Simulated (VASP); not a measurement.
# ZnCd5O6 (P4/mmm) in VASP: single point with PBE

Aim: the single point of ZnCd5O6 with PBE.

Program: VASP 6.6.1. These are calculated values, not measurements. Logs are shortened: lines on timing, memory, paths and dates and some standing lists are left out, and cuts for length are marked.

## (1) The cell of the first run

It takes space group P4/mmm (No. 123, tetragonal). Conventional cell: a = 3.343 Å, b = 3.343 Å, c = 14.024 Å, α = 90.00°, β = 90.00°, γ = 90.00°. Zn (site symmetry 4/mmm) has 6 O at 2.13 to 2.36 Å within 2.8 Å. Cd (site symmetry 4/mmm) has 6 O at 2.36 to 2.40 Å within 3.1 Å. Within 3.1 Å of Cd (site symmetry 4mm) lie 6 O at 2.36 to 2.46 Å. Within 2.9 Å of Cd (site symmetry 4mm) lie 6 O at 2.23 to 2.38 Å. Within 3.1 Å of O (site symmetry 4mm) lie 6 Cd at 2.36 to 2.40 Å. O (site symmetry 4mm) has 1 Zn at 2.13 Å and 5 Cd at 2.37 to 2.46 Å within 2.8 Å. O (site symmetry 4/mmm) has 2 Cd at 2.23 Å and 4 Zn at 2.36 Å within 2.9 Å. O (site symmetry 4/mmm) has 6 Cd at 2.36 to 2.42 Å within 3.1 Å.

## (2) Single point, PBE

Contents of INCAR:

```
  PREC = Accurate
  ENCUT = 600
  EDIFF = 1E-6
  ISMEAR = 0
  SIGMA = 0.1
  LREAL = False
  LASPH = True
  NELM = 120
  ALGO = Normal
  ISIF = 2
  LWAVE = False
  LCHARG = False
  GGA = PE
  NBANDS = 66
  GGA_COMPAT = False
```

Contents of KPOINTS:

```
Automatic mesh
0
Gamma
  12 12 4
```

Contents of POSCAR:

```
ZnCd5O6
1.0
    3.3431667276      0.0000000000      0.0000000000
    0.0000000000      3.3431667276      0.0000000000
    0.0000000000      0.0000000000     14.0239644716
Zn Cd O
1 5 6
Direct
    0.5000000000      0.5000000000      0.5000000000
    0.0000000000      0.0000000000      0.0000000000
    0.5000000000      0.5000000000      0.1723042568
    0.0000000000      0.0000000000      0.3410191522
    0.0000000000      0.0000000000      0.6589808478
    0.5000000000      0.5000000000      0.8276957432
    0.0000000000      0.0000000000      0.1710268283
    0.5000000000      0.5000000000      0.3479435318
    0.0000000000      0.0000000000      0.5000000000
    0.5000000000      0.5000000000      0.6520564682
    0.0000000000      0.0000000000      0.8289731717
    0.5000000000      0.5000000000      0.0000000000
```

Potentials or basis: VASP PAW PBE potentials, release 64 (Zn, Cd, O).

Command:

```
$ cat potpaw_PBE.64/Zn/POTCAR potpaw_PBE.64/Cd/POTCAR potpaw_PBE.64/O/POTCAR > POTCAR
$ mpirun -np 1 vasp_std > vasp.out
```

OUTCAR:

```text
PREC = Accurate
   ENCUT = 600
   EDIFF = 1E-6
   ISMEAR = 0
   LREAL = False
   LASPH = True
   NELM = 120
   ISIF = 2
   GGA = PE

 ion  position               nearest neighbor table
   1  0.500  0.500  0.500-   8 2.13  10 2.13   9 2.36   9 2.36   9 2.36   9 2.36   5 3.25   5 3.25
                             4 3.25   5 3.25   4 3.25   4 3.25   5 3.25   4 3.25
   2  0.000  0.000  0.000-  12 2.36  12 2.36  12 2.36  12 2.36   7 2.40  11 2.40   6 3.38   6 3.38
                             3 3.38   6 3.38   3 3.38   3 3.38   6 3.38   3 3.38
   3  0.500  0.500  0.172-   7 2.36   7 2.36   7 2.36   7 2.36  12 2.42   8 2.46   4 3.34   4 3.34
                             4 3.34   4 3.34   2 3.38   2 3.38   2 3.38   2 3.38
   4  0.000  0.000  0.341-   9 2.23   8 2.37   8 2.37   8 2.37   8 2.37   7 2.38   1 3.25   1 3.25
                             1 3.25   1 3.25   3 3.34   3 3.34   3 3.34   3 3.34
   5  0.000  0.000  0.659-   9 2.23  10 2.37  10 2.37  10 2.37  10 2.37  11 2.38   1 3.25   1 3.25
                             1 3.25   1 3.25   6 3.34   6 3.34   6 3.34   6 3.34
   6  0.500  0.500  0.828-  11 2.36  11 2.36  11 2.36  11 2.36  12 2.42  10 2.46   5 3.34   5 3.34
                             5 3.34   5 3.34   2 3.38   2 3.38   2 3.38   2 3.38
   7  0.000  0.000  0.171-   3 2.36   3 2.36   3 2.36   3 2.36   4 2.38   2 2.40
   8  0.500  0.500  0.348-   1 2.13   4 2.37   4 2.37   4 2.37   4 2.37   3 2.46
   9  0.000  0.000  0.500-   4 2.23   5 2.23   1 2.36   1 2.36   1 2.36   1 2.36
  10  0.500  0.500  0.652-   1 2.13   5 2.37   5 2.37   5 2.37   5 2.37   6 2.46
  11  0.000  0.000  0.829-   6 2.36   6 2.36   6 2.36   6 2.36   5 2.38   2 2.40
  12  0.500  0.500  0.000-   2 2.36   2 2.36   2 2.36   2 2.36   6 2.42   3 2.42

  LATTYP: Found a simple tetragonal cell.
 ALAT       =     3.3431667276
 C/A-ratio  =     4.1948145618

  Lattice vectors:

 A1 = (   3.3431667276,   0.0000000000,   0.0000000000)
 A2 = (   0.0000000000,   3.3431667276,   0.0000000000)
 A3 = (   0.0000000000,   0.0000000000,  14.0239644716)

Analysis of symmetry for initial positions (statically):
=====================================================================
 Subroutine PRICEL returns:
 Original cell was already a primitive cell.

 Routine SETGRP: Setting up the symmetry group for a
 simple tetragonal supercell.

 Subroutine GETGRP returns: Found 16 space group operations
 (whereof 16 operations were pure point group operations)
 out of a pool of 16 trial point group operations.

The static configuration has the point symmetry D_4h.

Analysis of symmetry for dynamics (positions and initial velocities):
=====================================================================
 Subroutine PRICEL returns:
 Original cell was already a primitive cell.

 Routine SETGRP: Setting up the symmetry group for a
 simple tetragonal supercell.

 Subroutine GETGRP returns: Found 16 space group operations
 (whereof 16 operations were pure point group operations)
 out of a pool of 16 trial point group operations.

The dynamic configuration has the point symmetry D_4h.

 Subroutine INISYM returns: Found 16 space group operations
 (whereof 16 operations are pure point group operations),
 and found     1 'primitive' translations

----------------------------------------------------------------------------------------

                                     Primitive cell

  volume of cell :     156.7425

  direct lattice vectors                    reciprocal lattice vectors
     3.343166728  0.000000000  0.000000000     0.299117598  0.000000000  0.000000000
     0.000000000  3.343166728  0.000000000     0.000000000  0.299117598  0.000000000
     0.000000000  0.000000000 14.023964472     0.000000000  0.000000000  0.071306513

  length of vectors
     3.343166728  3.343166728 14.023964472     0.299117598  0.299117598  0.071306513

  position of ions in fractional coordinates (direct lattice)
     0.500000000  0.500000000  0.500000000
     0.000000000  0.000000000  0.000000000
     0.500000000  0.500000000  0.172304257
     0.000000000  0.000000000  0.341019152
     0.000000000  0.000000000  0.658980848
     0.500000000  0.500000000  0.827695743
     0.000000000  0.000000000  0.171026828
     0.500000000  0.500000000  0.347943532
     0.000000000  0.000000000  0.500000000
[... 30 lines left out ...]
     0.024926466  0.000000000  0.000000000     0.083333333  0.000000000  0.000000000
     0.000000000  0.024926466  0.000000000     0.000000000  0.083333333  0.000000000
     0.000000000  0.000000000  0.017826628     0.000000000  0.000000000  0.250000000

  Length of vectors
     0.024926466  0.024926466  0.017826628

  Shift w.r.t. Gamma in fractional coordinates (k-lattice)
     0.000000000  0.000000000  0.000000000

 Subroutine IBZKPT returns following result:
 ===========================================

 Found     84 irreducible k-points:

 Following reciprocal coordinates:
            Coordinates               Weight
  0.000000  0.000000  0.000000      1.000000
  0.083333  0.000000  0.000000      4.000000
  0.166667  0.000000  0.000000      4.000000
  0.250000  0.000000  0.000000      4.000000
  0.333333  0.000000  0.000000      4.000000
  0.416667  0.000000  0.000000      4.000000
[... 16 lines left out ...]
  0.333333  0.333333  0.000000      4.000000
  0.416667  0.333333  0.000000      8.000000
 [... further k-points ...]
   k-points           NKPTS =     84   k-points in BZ     NKDIM =     84   number of bands    NBANDS=     66
   number of dos      NEDOS =    301   number of ions     NIONS =     12
   total plane-waves  NPLWV =  87808
   dimension x,y,z NGX =    28 NGY =   28 NGZ =  112
   dimension x,y,z NGXF=    56 NGYF=   56 NGZF=  224
   ions per type =               1   5   6
   NGX,Y,Z   is equivalent  to a cutoff of  13.92, 13.92, 13.28 a.u.
   NGXF,Y,Z  is equivalent  to a cutoff of  27.85, 27.85, 26.55 a.u.
 SYSTEM =  unknown system
   PREC   = accura    normal or accurate (medium, high low for compatibility)
   ISTART =      0    job   : 0-new  1-cont  2-samecut
   ICHARG =      2    charge: 1-file 2-atom 10-const
   ISPIN  =      1    spin polarized calculation?
   LNONCOLLINEAR =      F non collinear calculations
   LSORBIT =      F    spin-orbit coupling
   LASPH  =      T    aspherical Exc in radial PAW
   ENCUT  =  600.0 eV  44.10 Ry    6.64 a.u.   6.68  6.68 28.01*2*pi/ulx,y,z
   NELM   =    120;   NELMIN=  2; NELMDL= -5     # of ELM steps
   EDIFF  = 0.1E-05   stopping-criterion for ELM
   LREAL  =      F    real-space projection
   EDIFFG = 0.1E-04   stopping-criterion for IOM
   NSW    =      0    number of steps for IOM
   IBRION =     -1    ionic relax: 0-MD 1-quasi-New 2-CG
   NFREE  =      0    steps in history (QN), initial steepest desc. (CG)
   ISIF   =      2    stress and relaxation
   ISYM   =      2    0-nonsym 1-usesym 2-fastsym
   POTIM  = 0.5000    time-step for ionic-motion
   TEBEG  =    0.0;   TEEND  =   0.0 temperature during run
   PSTRESS=    0.0 pullay stress
   NELECT =     108.0000    total number of electrons
   NUPDOWN=      -1.0000    fix difference up-down
   EMIN   =  10.00;   EMAX   =-10.00  energy-range for DOS
   EFERMI =   0.00;   METHOD = LEGACY
   ISMEAR =     0;   SIGMA  =   0.10  broadening in eV -4-tet -1-fermi 0-gaus
   EFERMI_NEDOS =   21; number of points for ismear=-14 and -15
   IALGO  =     38    algorithm
   IMIX   =      4    mixing-type and parameters
     AMIX     =   0.40;   BMIX     =  1.00
     AMIX_MAG =   1.60;   BMIX_MAG =  1.00
  volume/ion in A,a.u.               =      13.06        88.15
  Fermi-wavevector in a.u.,A,eV,Ry     =   1.445952  2.732453 28.446739  2.090776
  Thomas-Fermi vector in A             =   2.564075
   LORBIT       =      0    0 simple, 1 ext, 2 COOP (PROOUT), +10 PAW based schemes
   GGA     = PE    functional components
   LHFCALC =     F    Hartree Fock is set to
   AEXX    =    0.0000 exact exchange contribution
   IVDW    =     0    specifies the selected vdW correction
   LEPSILON=     F    determine dielectric tensor
   LRPA    =     F    only Hartree local field effects (RPA)
 non-spin polarized calculation
 Gauss-broadening in eV      SIGMA  =   0.10
  energy-cutoff  :      600.00
  volume of cell :      156.74
 maximum number of plane-waves:      5272
 NGX is ok and might be reduce to    28
   NGX = 13   NGY = 13   NGZ = 57

 number of electron     108.0000008 magnetization

 Free energy of the ion-electron system (eV)
  ---------------------------------------------------
  ext. energy  EPLUGINS =         0.00000000
  ---------------------------------------------------
  free energy    TOTEN  =       -46.90105853 eV

  energy without entropy =      -46.89770374  energy(sigma->0) =      -46.89938113

 E-fermi :   1.9500     XC(G=0): -11.5060

 val. band max:        1.9338363188   @ k =   0.5000   0.0000   0.5000
 cond. band min:       2.0697971684   @ k =   0.0833   0.0000   0.2500
 fundamental gap:      0.1359608496
 Fermi energy:         1.9499574923

 k-point     1 :       0.0000    0.0000    0.0000
  band No.  band energies     occupation
      1     -15.5483      2.00000
      2     -15.3616      2.00000
      3     -15.2658      2.00000
      4     -15.0349      2.00000
      5     -14.9995      2.00000
      6     -14.5153      2.00000
[... 1645 lines left out ...]
     65      10.0950      0.00000
     66      10.4104      0.00000

 [... further k-points ...]

------------------------ aborting loop because EDIFF is reached ----------------------------------------

  FORCE on cell =-STRESS in cart. coord.  units (eV):
  Direction    XX          YY          ZZ          XY          YZ          ZX
  --------------------------------------------------------------------------------------
  -------------------------------------------------------------------------------------
  Total        0.9541417      0.9541417      1.0431119      0.0000000      0.0000000      0.0000000
  in kB        9.7529631      9.7529631     10.6623916      0.0000000      0.0000000      0.0000000
  external PRESSURE =      10.0561059 kB  Pullay stress =       0.0000000 kB

 VOLUME and BASIS-vectors are now :
 -----------------------------------------------------------------------------
  energy-cutoff  :      600.00
  volume of cell :      156.74
      direct lattice vectors                 reciprocal lattice vectors
     3.343166728  0.000000000  0.000000000     0.299117598  0.000000000  0.000000000
     0.000000000  3.343166728  0.000000000     0.000000000  0.299117598  0.000000000
     0.000000000  0.000000000 14.023964472     0.000000000  0.000000000  0.071306513

 POSITION                                       TOTAL-FORCE (eV/Angst)
 -----------------------------------------------------------------------------------
      1.67158      1.67158      7.01198        -0.000000     -0.000000     -0.000000
      0.00000      0.00000      0.00000        -0.000000     -0.000000     -0.000000
      1.67158      1.67158      2.41639        -0.000000      0.000000      0.007888
      0.00000      0.00000      4.78244        -0.000000     -0.000000     -0.051986
      0.00000      0.00000      9.24152        -0.000000     -0.000000      0.051986
      1.67158      1.67158     11.60758        -0.000000     -0.000000     -0.007888
      0.00000      0.00000      2.39847        -0.000000     -0.000000     -0.000212
      1.67158      1.67158      4.87955        -0.000000      0.000000     -0.011674
      0.00000      0.00000      7.01198        -0.000000     -0.000000     -0.000000
      1.67158      1.67158      9.14442         0.000000      0.000000      0.011674
      0.00000      0.00000     11.62549        -0.000000     -0.000000      0.000212
      1.67158      1.67158      0.00000        -0.000000     -0.000000     -0.000000
 -----------------------------------------------------------------------------------
    total drift:                                0.000000      0.000000      0.000000

  FREE ENERGIE OF THE ION-ELECTRON SYSTEM (eV)
  ---------------------------------------------------
  free  energy   TOTEN  =       -46.9010585260 eV

  energy  without entropy=      -46.8977037382  energy(sigma->0) =      -46.89938113
```

Run time: 20 min. Hardware: 1 thread of Intel Xeon Platinum 8259CL at 2.50GHz (Skylake/Cascade Lake), shared host; peak memory 0.86 GiB.

Results:

```
Free energy            : -46.9011 eV
Pressure               : 1.0 GPa
Largest force          : 0.052 eV/Å
Band gap on the k mesh : zero (bands 54 and 55 overlap by 0.68 eV)
```

Forces in eV/Å, atoms in the order of the input:
```
Zn   0.000  0.000  0.000
Cd   0.000  0.000  0.000
Cd   0.000  0.000  0.008
Cd   0.000  0.000 -0.052
Cd   0.000  0.000  0.052
Cd   0.000  0.000 -0.008
O    0.000  0.000  0.000
O    0.000  0.000 -0.012
O    0.000  0.000  0.000
O    0.000  0.000  0.012
O    0.000  0.000  0.000
O    0.000  0.000  0.000
```

Caveat: semilocal functionals underestimate gaps, and a narrow one can read as zero.

The gap in the log of VASP goes by the Fermi energy; the results here count the filled bands.